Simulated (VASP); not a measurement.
**PbO2: single point with PBE**

Crystal: PbO2.

```
Pb O
1.0
     0.00000    2.70199    2.70199
     2.70199    0.00000    2.70199
     2.70199    2.70199    0.00000
Pb O
1 2
Direct
  0.00000 0.00000 0.00000
  0.25000 0.25000 0.25000
  0.75000 0.75000 0.75000
```

```json
{"Program": "VASP 6.6.1", "Task": "single point", "Functional": "PBE", "Potentials or basis": "VASP PAW PBE potentials, release 64 (Pb_d, O)", "Cutoff": "520 eV", "k mesh": "2 × 2 × 2, shifted", "Occupations": "gaussian, width 0.1 eV", "Spin": "no spin polarisation", "Dipole correction": "no", "Further INCAR settings": "ALGO = Normal; EDIFF = 1e-06; NBANDS = 20; ISYM = 0"}
```

| Quantity | Value |
| --- | --- |
| Pressure | 0.0 GPa |
| Band gap on the k mesh | 1.93 eV, indirect (least direct gap 2.62 eV) |

Levels at points of the mesh, in eV from the valence-band top:
```csv
k point,band 11,band 12,band 13,band 14,band 15,band 16
"(0.00, 0.00, 0.25)",-1.77,-0.69,-0.69,1.93,7.21,8.76
```

Wall time 8.3 s on 1 thread of Intel(R) Xeon(R) 6975P-C (Granite Rapids), with other jobs on the host, peak memory 0.15 GiB.

Caveat: the k points lie up to 1.01 Å⁻¹ apart; spin-orbit coupling is left out, which moves the levels of the heavy elements. A k mesh can miss the band edges.
